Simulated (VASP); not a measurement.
Wanted: the native input for a VASP 6.6.1 run.

```
Task                   : single point
Functional             : LDA
Potentials or basis    : VASP PAW LDA potentials, release 64 (Ni)
Cutoff                 : 520 eV
k mesh                 : 20 × 20 × 20
Occupations            : fermi-dirac, width 0.05 eV
Spin                   : collinear spin, ferromagnetic start
Starting moments       : [1.5] μB
Dipole correction      : no
Further INCAR settings : ALGO = Normal; EDIFF = 1e-07; NBANDS = 15
```

The structure of Ni lies in POSCAR:

```
Ni
1.0
    0.0000000000      1.8209885000      1.7679500000
    1.8209885000      0.0000000000      1.7679500000
    1.8209885000      1.8209885000      0.0000000000
Ni
1
Direct
    0.0000000000      0.0000000000      0.0000000000
```

This cell differs from its parent crystal: equal xx and yy strain of +3 %.

One way to write it, as run:

INCAR

```
ALGO = Normal
EDIFF = 1E-7
ENCUT = 520
ISIF = 2
ISMEAR = -1
ISPIN = 2
LASPH = T
LCHARG = F
LMAXMIX = 4
LORBIT = 11
LREAL = F
LWAVE = F
MAGMOM = 1.5
NBANDS = 15
NELM = 150
PREC = Accurate
SIGMA = 0.05
```

KPOINTS

```
k-points
0
Gamma
  20 20 20
```

Potentials or basis: VASP PAW LDA potentials, release 64 (Ni).

Launch:

```bash
$ cat potpaw_LDA.64/Ni/POTCAR > POTCAR
$ mpirun -np 1 vasp_std > vasp.out
```

Results of the run:

| Item | Value |
| --- | --- |
| Pressure | -26.8 GPa |
| Net moment | 0.62 μB per cell |
| Site moments | Ni +0.63 μB |
| Valence electrons inside the program's atomic spheres | Ni 9.20 |

Caveat: the cell differs from its parent crystal (equal xx and yy strain of +3 %); the cell stands under tension.

Run time: 110 s on 1 thread of Intel(R) Xeon(R) 6975P-C (Granite Rapids), with other jobs on the host, peak memory 0.26 GiB.
